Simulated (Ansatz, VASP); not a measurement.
Two plane-wave programs on Li2HfGaF8

```xyz
12
Lattice="0.0000 5.0656 0.0000 5.0656 0.0000 0.0000 2.5328 2.5328 -5.2205" Properties=species:S:1:pos:R:3 pbc="T T T"
Li    2.5328    2.5328    0.0000
Li    2.5328    5.0656   -2.6102
Ga    0.0000    0.0000    0.0000
F     3.9902    3.2764   -0.9376
F     5.8092    3.6082   -4.2829
F     1.0754    1.7892   -0.9376
F     4.3220    6.5230   -4.2829
F     3.9947    0.9463   -1.8752
F     3.4791    3.6037   -3.3453
F     1.0709    4.1194   -1.8752
F     6.6522    6.5275   -3.3453
Hf    5.0656    2.5328   -2.6102
```

Alike in both runs: task single point; functional r2SCAN; k mesh 6 × 6 × 6; occupations fermi-dirac, width 0.0368 eV; no spin polarisation.

|  | VASP | Ansatz |
| --- | --- | --- |
| version | VASP 6.6.1 | Ansatz 0.2.0 |
| potentials or method | VASP PAW PBE potentials, release 64 (Li_sv, Ga_d, F, Hf_pv), cutoff 520 eV | PAW plane waves |
| valence electrons in the cell | 85 | 101 |

Ansatz gave:

- rms of the force components (eV/Å): 0.268

Q: Estimate VASP's values.

A: rms of the force components (eV/Å): 0.197.

VASP's potentials were made for PBE, not for r2SCAN. VASP's potentials hold 85 valence electrons a cell and Ansatz's 101, so a difference there can come from the potentials and not from the codes.

Spin-orbit coupling is off throughout. Noted on VASP's run: the cutoff is short for stress, so the pressure is rough.
